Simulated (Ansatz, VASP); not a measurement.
## CaO: VASP beside Ansatz

Contents of POSCAR:

```
CaO
1.0
    0.0000000000      2.3975501188      2.3975501188
    2.3975501188      0.0000000000      2.3975501188
    2.3975501188      2.3975501188      0.0000000000
Ca O
1 1
Direct
    0.0000000000      0.0000000000      0.0000000000
    0.5000000000      0.5000000000      0.5000000000
```

File INCAR.step1:

```
SYSTEM = CaO
PREC = Accurate
ENCUT = 520
ISMEAR = 1
SIGMA = 0.5
LREAL = .False.
LASPH = .True.
NELM = 80
NBANDS = 15
GGA = PE
ALGO = Normal
EDIFF = 1E-4
LWAVE = .True.
LCHARG = .False.
```

File INCAR.step2:

```
SYSTEM = CaO
PREC = Accurate
ENCUT = 520
EDIFF = 1E-7
ISMEAR = 1
SIGMA = 0.5
LREAL = .False.
LASPH = .True.
NELM = 80
ALGO = Normal
ISIF = 2
LWAVE = .False.
LCHARG = .False.
METAGGA = R2SCAN
LMIXTAU = .True.
NBANDS = 15
ISTART = 1
```

The input KPOINTS:

```
Automatic mesh
0
Gamma
  6 6 6
  0 0 0
```

Input for Ansatz:

```yaml
crystal:
  lattice:
    - [0.0, 2.3975501188, 2.3975501188]
    - [2.3975501188, 0.0, 2.3975501188]
    - [2.3975501188, 2.3975501188, 0.0]
  atoms:
    - { symbol: Ca, position: [0.0, 0.0, 0.0] }
    - { symbol: O, position: [0.5, 0.5, 0.5] }
kpoints:
  mp_grid: { grid: [6, 6, 6] }
hamiltonian:
  xc: r2scan
scf:
  occupations: { method: methfessel_paxton, width: 0.5 }
  n_extra_bands: 4
output:
  forces: true
  stress: true
  eigenvalues: true
```

Alike in both runs: task single point; functional r2SCAN; k mesh 6 × 6 × 6; occupations methfessel-paxton of order 1, width 0.5 eV; no spin polarisation.

```csv
,VASP,Ansatz
version,VASP 6.6.1,Ansatz 0.2.0
potentials or method,"VASP PAW PBE potentials, release 64 (Ca_sv, O)",plane waves
plane-wave cutoff (eV),520,500
valence electrons in the cell,16,16
```

```csv
,VASP,Ansatz,Ansatz less VASP
pressure (GPa),0.9,0.0,-0.88
```

VASP's potentials were made for PBE, not for r2SCAN. The functional is the same, so the differences come from potentials, cutoffs and numerics.
